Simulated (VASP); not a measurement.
Here is a VASP 6.6.1 calculation.

Contents of INCAR:

```
SYSTEM = Rb2Al4Au
PREC     = Accurate       ! precision mode
ENCUT    = 520            ! plane-wave cutoff, eV
EDIFF    = 1E-6           ! SCF threshold, eV
ISMEAR   = 0              ! smearing method
SIGMA    = 0.1            ! smearing width, eV
LREAL    = .FALSE.        ! projectors in reciprocal space
LASPH    = .TRUE.         ! aspherical terms in the spheres
NELM     = 100            ! most SCF steps
ALGO     = Normal         ! electronic algorithm
ISIF     = 2              ! what is computed and relaxed
LWAVE    = .FALSE.        ! write WAVECAR
LCHARG   = .FALSE.        ! write CHGCAR
GGA      = PE             ! functional
NBANDS   = 30             ! bands
```

KPOINTS

```
regular mesh
0
G
  4 4 4
  0 0 0
```

The input POSCAR:

```
Rb2Al4Au
1.0
   -4.2934146896      4.2934146896      2.9260941941
    4.2934146896     -4.2934146896      2.9260941941
    4.2934146896      4.2934146896     -2.9260941941
Rb Al Au
2 4 1
Direct
    0.7500000000      0.2500000000      0.5000000000
    0.2500000000      0.7500000000      0.5000000000
    0.3498152193      0.3498152193      0.6996304387
    0.3498152193      0.6501847807      0.0000000000
    0.6501847807      0.6501847807      0.3003695613
    0.6501847807      0.3498152193      0.0000000000
    0.0000000000      0.0000000000      0.0000000000
```

Potentials or basis: VASP PAW PBE potentials, release 64 (Rb_sv, Al, Au).

Run with:

```sh
$ cat potpaw_PBE.64/Rb_sv/POTCAR potpaw_PBE.64/Al/POTCAR potpaw_PBE.64/Au/POTCAR > POTCAR
$ mpirun -np 1 vasp_std > vasp.out
```

Task: Predict the pressure.

Result: 0.1 GPa.

Task: Estimate the largest force.

Result: 0.030 eV/Å.

Stress tensor (GPa, compression positive):
```
0.05 0.00 0.00
0.00 0.05 0.00
0.00 0.00 0.14
```
